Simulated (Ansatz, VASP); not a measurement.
Pt: VASP beside Ansatz

The input INCAR:

```
PREC = Accurate
ENCUT = 520
EDIFF = 1E-7
ISMEAR = -1
SIGMA = 0.1
LREAL = False
LASPH = True
NELM = 100
ALGO = Normal
ISIF = 2
LWAVE = False
LCHARG = False
GGA = B5
ALDAX = 1.0
AGGAX = 1.0
AGGAC = 1.0
ALDAC = 0.0
NBANDS = 28
```

Contents of KPOINTS:

```
Automatic mesh
0
Gamma
  14 14 4
```

The input POSCAR:

```
Pt
1.0
    2.8032463188      0.0000000000      0.0000000000
   -1.4016231594      2.4276825252      0.0000000000
    0.0000000000      0.0000000000      9.4311529908
Pt
4
Direct
    1.0000000000      1.0000000000      0.0000000000
    1.0000000000      1.0000000000      0.5000000000
    0.3333333333      0.6666666667      0.2500000000
    0.6666666667      0.3333333333      0.7500000000
```

Input for Ansatz:

```yaml
crystal:
  lattice:
    - [2.8032463188, 0.0, 0.0]
    - [-1.4016231594, 2.4276825252, 0.0]
    - [0.0, 0.0, 9.4311529908]
  atoms:
    - { symbol: Pt, position: [1.0, 1.0, 0.0] }
    - { symbol: Pt, position: [1.0, 1.0, 0.5] }
    - { symbol: Pt, position: [0.3333333333, 0.6666666667, 0.25] }
    - { symbol: Pt, position: [0.6666666667, 0.3333333333, 0.75] }
hamiltonian:
  xc: blyp
  pseudopotentials:
    kind: paw
    azcp:
      Pt: "pseudopotentials/Pt.paw.azcp"
basis:
  ecutwfc: 420
  fft_grid_basis: typed
kpoints:
  mp_grid: { grid: [14, 14, 4], shift: [0, 0, 0] }
magnetization:
  spin_polarized: false
scf:
  occupations: { method: fermi_dirac, width: 0.1 }
  lower_state_search: "off"
output:
  stress: true
```

Alike in both runs: task single point; functional BLYP; k mesh 14 × 14 × 4; occupations fermi-dirac, width 0.1 eV; no spin polarisation.

|  | VASP | Ansatz |
| --- | --- | --- |
| version | VASP 6.6.1 | Ansatz 0.2.0 |
| potentials or method | VASP PAW PBE potentials, release 64 (Pt), cutoff 520 eV | plane waves (420 eV) with PAW, scalar-relativistic |
| valence electrons in the cell | 40 | 72 |

VASP gave:

```
pressure (GPa)                                                : 10.0
traceless stress, the component that is largest in VASP (GPa) : -0.63
```

**Question.** Estimate Ansatz's values.

**Answer.** Pressure (GPa): 8.8; traceless stress, the component that is largest in VASP (GPa): -0.46.

VASP's potentials were made for PBE, not for BLYP. VASP's potentials hold 40 valence electrons a cell and Ansatz's 72, so a difference there can come from the potentials and not from the codes.

Neither program's run includes spin-orbit coupling.
